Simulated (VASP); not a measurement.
# Re2Sb (Pnnm) in VASP: further runs

The runs below take Re2Sb through single point, relaxation of cell and atoms, with PBE.

Everything below comes from runs of VASP 6.6.1. Logs are shortened: lines on timing, memory, paths and dates and some standing lists are left out, and cuts for length are marked.

## 1. The cell of the first run

It takes space group Pnnm (No. 58, orthorhombic). Conventional cell: a = 2.950 Å, b = 7.701 Å, c = 4.466 Å, α = 90.00°, β = 90.00°, γ = 90.00°. Re (site symmetry m) has 6 Sb at 2.67 to 3.46 Å and 8 Re at 2.85 to 3.02 Å within 3.5 Å. Within 3.5 Å of Sb (site symmetry 2/m) lie 12 Re at 2.67 to 3.46 Å and 2 Sb at 2.95 Å.

## 2. Single point, PBE

INCAR reads:

```
PREC = Accurate ; ENCUT = 520
EDIFF = 1E-6 ; ISMEAR = 0
SIGMA = 0.1 ; LREAL = False
LASPH = True ; NELM = 80
ALGO = Fast ; ISIF = 2
LWAVE = False ; LCHARG = False
GGA = PE ; NBANDS = 28
```

KPOINTS reads:

```
Automatic mesh
0
Gamma
  6 2 4
```

POSCAR reads:

```
Re2Sb
1.0
    2.9498230680      0.0000000000      0.0000000000
    0.0000000000      7.7008774101      0.0000000000
    0.0000000000      0.0000000000      4.4659835757
Re Sb
4 2
Direct
    0.2784991208      0.8356145411      0.5000000000
    0.7784991208      0.6643854589      0.0000000000
    0.7215008792      0.1643854589      0.5000000000
    0.2215008792      0.3356145411      0.0000000000
    0.5000000000      0.5000000000      0.5000000000
    0.0000000000      0.0000000000      0.0000000000
```

Potentials or basis: VASP PAW PBE potentials, release 64 (Re, Sb).

Started as:

```console
$ cat potpaw_PBE.64/Re/POTCAR potpaw_PBE.64/Sb/POTCAR > POTCAR
$ mpirun -np 1 vasp_std > vasp.out
```

OUTCAR:

```text
PREC = Accurate
   ENCUT = 520
   EDIFF = 1E-6
   ISMEAR = 0
   LREAL = False
   LASPH = True
   NELM = 80
   ISIF = 2
   GGA = PE

 ion  position               nearest neighbor table
   1  0.278  0.836  0.500-   5 2.67   6 2.70   6 2.70   3 2.85   2 2.98   2 2.98   2 2.98   2 2.98
                             3 3.02   6 3.33   6 3.33   5 3.46
   2  0.778  0.664  0.000-   6 2.67   5 2.70   5 2.70   4 2.85   1 2.98   1 2.98   1 2.98   1 2.98
                             4 3.02   5 3.33   5 3.33   6 3.46
   3  0.722  0.164  0.500-   5 2.67   6 2.70   6 2.70   1 2.85   4 2.98   4 2.98   4 2.98   4 2.98
                             1 3.02   6 3.33   6 3.33   5 3.46
   4  0.222  0.336  0.000-   6 2.67   5 2.70   5 2.70   2 2.85   3 2.98   3 2.98   3 2.98   3 2.98
                             2 3.02   5 3.33   5 3.33   6 3.46
   5  0.500  0.500  0.500-   1 2.67   3 2.67   2 2.70   4 2.70   2 2.70   4 2.70   4 3.33   4 3.33
                             2 3.33   2 3.33   3 3.46   1 3.46
   6  0.000  0.000  0.000-   2 2.67   4 2.67   3 2.70   1 2.70   1 2.70   3 2.70   3 3.33   3 3.33
                             1 3.33   1 3.33   4 3.46   2 3.46

  LATTYP: Found a simple orthorhombic cell.
 ALAT       =     2.9498230680
 B/A-ratio  =     1.5139835416
 C/A-ratio  =     2.6106234959

  Lattice vectors:

 A1 = (  -2.9498230680,   0.0000000000,   0.0000000000)
 A2 = (   0.0000000000,   0.0000000000,   4.4659835757)
 A3 = (   0.0000000000,   7.7008774101,   0.0000000000)

Analysis of symmetry for initial positions (statically):
=====================================================================
 Subroutine PRICEL returns:
 Original cell was already a primitive cell.

 Routine SETGRP: Setting up the symmetry group for a
 simple orthorhombic supercell.

 Subroutine GETGRP returns: Found  8 space group operations
 (whereof  4 operations were pure point group operations)
 out of a pool of  8 trial point group operations.

The static configuration has the point symmetry C_2h.
 The point group associated with its full space group is D_2h.

Analysis of symmetry for dynamics (positions and initial velocities):
=====================================================================
 Subroutine PRICEL returns:
 Original cell was already a primitive cell.

 Routine SETGRP: Setting up the symmetry group for a
 simple orthorhombic supercell.

 Subroutine GETGRP returns: Found  8 space group operations
 (whereof  4 operations were pure point group operations)
 out of a pool of  8 trial point group operations.

The dynamic configuration has the point symmetry C_2h.
 The point group associated with its full space group is D_2h.

 Subroutine INISYM returns: Found  8 space group operations
[... 104 lines left out ...]
   EDIFF  = 0.1E-05   stopping-criterion for ELM
   LREAL  =      F    real-space projection
[... 7 lines left out ...]
   TEBEG  =    0.0;   TEEND  =   0.0 temperature during run
   PSTRESS=    0.0 pullay stress
   NELECT =      38.0000    total number of electrons
   NUPDOWN=      -1.0000    fix difference up-down
   EMIN   =  10.00;   EMAX   =-10.00  energy-range for DOS
   EFERMI =   0.00;   METHOD = LEGACY
   ISMEAR =     0;   SIGMA  =   0.10  broadening in eV -4-tet -1-fermi 0-gaus
   EFERMI_NEDOS =   21; number of points for ismear=-14 and -15
   IALGO  =     68    algorithm
   IMIX   =      4    mixing-type and parameters
     AMIX     =   0.40;   BMIX     =  1.00
     AMIX_MAG =   1.60;   BMIX_MAG =  1.00
  volume/ion in A,a.u.               =      16.91       114.10
  Fermi-wavevector in a.u.,A,eV,Ry     =   1.180099  2.230063 18.947916  1.392633
  Thomas-Fermi vector in A             =   2.316397
   LORBIT       =      0    0 simple, 1 ext, 2 COOP (PROOUT), +10 PAW based schemes
   GGA     = PE    functional components
   LHFCALC =     F    Hartree Fock is set to
   AEXX    =    0.0000 exact exchange contribution
   IVDW    =     0    specifies the selected vdW correction
   LEPSILON=     F    determine dielectric tensor
   LRPA    =     F    only Hartree local field effects (RPA)
 non-spin polarized calculation
 RMM-DIIS sequential band-by-band and
 Gauss-broadening in eV      SIGMA  =   0.10
  energy-cutoff  :      520.00
  volume of cell :      101.45
 maximum number of plane-waves:      2753
 NGX is ok and might be reduce to    24
   NGX = 11   NGY = 29   NGZ = 17

 number of electron      38.0000000 magnetization

 Free energy of the ion-electron system (eV)
  ---------------------------------------------------
  ext. energy  EPLUGINS =         0.00000000
  ---------------------------------------------------
  free energy    TOTEN  =       -53.61329605 eV

  energy without entropy =      -53.59050503  energy(sigma->0) =      -53.60190054

 E-fermi :   9.8639     XC(G=0): -12.7431

 val. band max:        9.8333921583   @ k =   0.3333   0.0000   0.0000
 cond. band min:       9.8983063785   @ k =   0.5000   0.0000   0.5000
 fundamental gap:      0.0649142202
 Fermi energy:         9.8638768352

 k-point     1 :       0.0000    0.0000    0.0000
  band No.  band energies     occupation
      1      -3.8173      2.00000
      2      -2.5059      2.00000
      3       1.4688      2.00000
      4       3.7726      2.00000
      5       3.7930      2.00000
      6       4.3858      2.00000
[... 733 lines left out ...]
     27      13.6921      0.00000
     28      15.6297      0.00000

------------------------ aborting loop because EDIFF is reached ----------------------------------------

  FORCE on cell =-STRESS in cart. coord.  units (eV):
  Direction    XX          YY          ZZ          XY          YZ          ZX
  --------------------------------------------------------------------------------------
  -------------------------------------------------------------------------------------
  Total        0.2014730     -0.2530454     -0.1898887      0.0000000      0.0000000      0.0000000
  in kB        3.1818092     -3.9962781     -2.9988611      0.0000000      0.0000000      0.0000000
  external PRESSURE =      -1.2711100 kB  Pullay stress =       0.0000000 kB

 VOLUME and BASIS-vectors are now :
 -----------------------------------------------------------------------------
  energy-cutoff  :      520.00
  volume of cell :      101.45
      direct lattice vectors                 reciprocal lattice vectors
     2.949823068  0.000000000  0.000000000     0.339003383  0.000000000  0.000000000
     0.000000000  7.700877410  0.000000000     0.000000000  0.129855333  0.000000000
     0.000000000  0.000000000  4.465983576     0.000000000  0.000000000  0.223914840

 POSITION                                       TOTAL-FORCE (eV/Angst)
 -----------------------------------------------------------------------------------
      0.82152      6.43497      2.23299        -0.009915     -0.002775      0.000000
      2.29643      5.11635      0.00000        -0.009915      0.002775      0.000000
      2.12830      1.26591      2.23299         0.009915      0.002775     -0.000000
      0.65339      2.58453      0.00000         0.009915     -0.002775     -0.000000
      1.47491      3.85044      2.23299         0.000000      0.000000      0.000000
      0.00000      0.00000      0.00000         0.000000      0.000000      0.000000
 -----------------------------------------------------------------------------------
    total drift:                                0.000000     -0.000000     -0.000000

  FREE ENERGIE OF THE ION-ELECTRON SYSTEM (eV)
  ---------------------------------------------------
  free  energy   TOTEN  =       -53.6132960513 eV

  energy  without entropy=      -53.5905050261  energy(sigma->0) =      -53.60190054
```

OSZICAR:

```text
N       E                     dE             d eps       ncg     rms          rms(c)
DAV:   1     0.226851751737E+03    0.22685E+03   -0.15232E+04  2572   0.149E+03
DAV:   2    -0.208698432434E+02   -0.24772E+03   -0.23298E+03  2604   0.647E+02
DAV:   3    -0.514812410705E+02   -0.30611E+02   -0.27464E+02  2460   0.287E+02
[... 12 lines left out ...]
RMM:  16    -0.536132892112E+02   -0.66532E-05   -0.63537E-05  1592   0.501E-02    0.422E-02
RMM:  17    -0.536132925998E+02   -0.33886E-05   -0.40891E-05  1551   0.559E-02    0.445E-02
RMM:  18    -0.536132942578E+02   -0.16580E-05   -0.12404E-05  1489   0.792E-02    0.494E-02
RMM:  19    -0.536132954489E+02   -0.11911E-05   -0.12838E-05  1597   0.763E-02    0.426E-02
RMM:  20    -0.536132960513E+02   -0.60243E-06   -0.67945E-06  1556   0.492E-02
   1 F= -.53613296E+02 E0= -.53601901E+02  d E =-.227910E-01
```

Wall time 2.8 min (1 thread of Oxide Virtual Turin-like, shared host); peak memory 0.21 GiB.

Results:

| Item | Value |
| --- | --- |
| Free energy | -53.6133 eV |
| Pressure | -0.1 GPa |
| Largest force | 0.010 eV/Å |
| Band gap on the k mesh | zero (bands 19 and 20 overlap by 1.65 eV) |

Forces in eV/Å, atoms in the order of the input:
```
Re  -0.010 -0.003  0.000
Re  -0.010  0.003  0.000
Re   0.010  0.003  0.000
Re   0.010 -0.003  0.000
Sb   0.000  0.000  0.000
Sb   0.000  0.000  0.000
```

Stress tensor (GPa, compression positive):
```
 0.32  0.00  0.00
 0.00 -0.40  0.00
 0.00  0.00 -0.30
```

Levels at points of the mesh, in eV from the Fermi level:
| k point | band 17 | band 18 | band 19 | band 20 | band 21 | band 22 |
| --- | --- | --- | --- | --- | --- | --- |
| (0.00, 0.00, 0.00) | -0.97 | -0.92 | -0.06 | 0.27 | 0.74 | 1.06 |
| (0.50, 0.00, 0.00) | 0.25 | 0.25 | 0.50 | 0.50 | 1.14 | 1.14 |
| (0.00, 0.50, 0.00) | -0.96 | -0.96 | 0.82 | 0.82 | 1.16 | 1.16 |
| (0.50, 0.50, 0.00) | -0.62 | -0.62 | -0.32 | -0.32 | 1.88 | 1.88 |
| (0.00, 0.00, 0.50) | -0.86 | -0.86 | -0.50 | -0.50 | 0.40 | 0.40 |
| (0.50, 0.00, 0.50) | -1.63 | -1.63 | 0.03 | 0.03 | 1.68 | 1.68 |
| (0.00, 0.50, 0.50) | -0.90 | -0.90 | -0.41 | -0.41 | 0.36 | 0.36 |
| (0.50, 0.50, 0.50) | -1.63 | -1.63 | -0.84 | -0.84 | 1.05 | 1.05 |

Caveat: the k points lie up to 0.41 Å⁻¹ apart, too coarse for converged energies and pressures of a metal; spin-orbit coupling is left out, which moves the levels of the heavy elements.

(Continued in part 2 of 2.)

The gap in the log of VASP goes by the Fermi energy; the results here count the filled bands.